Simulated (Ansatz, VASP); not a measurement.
Given: the input of a run of Ansatz 0.2.0 on Ni.

Contents of input:

```
crystal:
  lattice:
    - [-1.38371547, 1.38371547, 1.38371547]
    - [1.38371547, -1.38371547, 1.38371547]
    - [1.38371547, 1.38371547, -1.38371547]
  atoms:
    - { symbol: Ni, position: [0.0, 0.0, 0.0], spin: 1.0 }
hamiltonian:
  xc:
    exchange: hjs_pbesol
    correlation: pbesol
    exx: { coeff: 0.25, omega: 0.207 }
  pseudopotentials: { kind: paw }
magnetization:
  spin_polarized: true
kpoints:
  mp_grid: { grid: [7, 7, 7] }
scf:
  occupations: { method: fermi_dirac, width: 0.05 }
output:
  forces: true
  stress: true
  eigenvalues: true
relax:
  f_tol: 0.01
  max_steps: 40
  cell: { stress_tol: 0.05 }
```

Q: Set up the same calculation for VASP 6.6.1. Potentials there: VASP PAW PBE potentials, release 64 (Ni).

A: As run (the cutoff follows the program's own potentials):

File POSCAR:

```
Ni
1.0
   -1.3837154700      1.3837154700      1.3837154700
    1.3837154700     -1.3837154700      1.3837154700
    1.3837154700      1.3837154700     -1.3837154700
Ni
1
Direct
    0.0000000000      0.0000000000      0.0000000000
```

Contents of INCAR.step1:

```
PREC = Accurate ; ENCUT = 600
EDIFF = 1E-5 ; ISMEAR = -1
SIGMA = 0.05 ; LREAL = F
LASPH = T ; NELM = 150
ALGO = Normal ; LWAVE = T
LCHARG = F ; ISPIN = 2
MAGMOM = 1 ; LORBIT = 11
LMAXMIX = 4 ; GGA = PE
NBANDS = 15
```

The input INCAR.step2:

```
PREC = Accurate ; ENCUT = 600
EDIFF = 1E-6 ; ISMEAR = -1
SIGMA = 0.05 ; LREAL = F
LASPH = T ; NELM = 150
ALGO = Normal ; ISIF = 3
LWAVE = F ; LCHARG = F
ISPIN = 2 ; MAGMOM = 1
LORBIT = 11 ; LMAXMIX = 4
GGA = PS ; LHFCALC = T
AEXX = 0.25 ; HFSCREEN = 0.207
PRECFOCK = Normal ; IBRION = 2
NSW = 60 ; EDIFFG = -0.01
ISTART = 1
```

File KPOINTS:

```
regular mesh
0
Gamma
  7 7 7
```

Potentials or basis: VASP PAW PBE potentials, release 64 (Ni).

Launch:

```bash
$ cat potpaw_PBE.64/Ni/POTCAR > POTCAR
$ cp INCAR.step1 INCAR
$ mpirun -np 1 vasp_std > vasp.out
$ cp INCAR.step2 INCAR
$ mpirun -np 1 vasp_std > vasp.out
```

Both were run:

|  | VASP | Ansatz | Ansatz less VASP |
| --- | --- | --- | --- |
| gap on the k mesh at the Fermi level, each at its own relaxed structure (eV) | none | none | - |
| net moment per atom (μB) | 0.86 | 0.86 | 0.000 |
| size of the moment on the site where the two differ most (μB) | 0.86 | 0.93 | +0.072 |
| relaxed volume (Å³/atom) | 10.57 | 10.54 | -0.027 |
| relaxed length of the cell vector where the two differ most in proportion (Å) | 2.395 | 2.393 | -0.0020 |

VASP's potentials were made for PBE, not for PBEsol-based screened hybrid. Site moments also hang on the region over which each program counts them. A gap of «none» marks a metal or a gap that the smearing closes. VASP's potentials hold 10 valence electrons a cell and Ansatz's 18, so a difference there can come from the potentials and not from the codes.

The k mesh is coarse, so the values compare programs but aren't converged. Noted on Ansatz's run: the magnetic or orbital state may not be the lowest; the plane-wave basis is chosen anew once the cell has moved, so the energies of steps on either side of that aren't comparable.
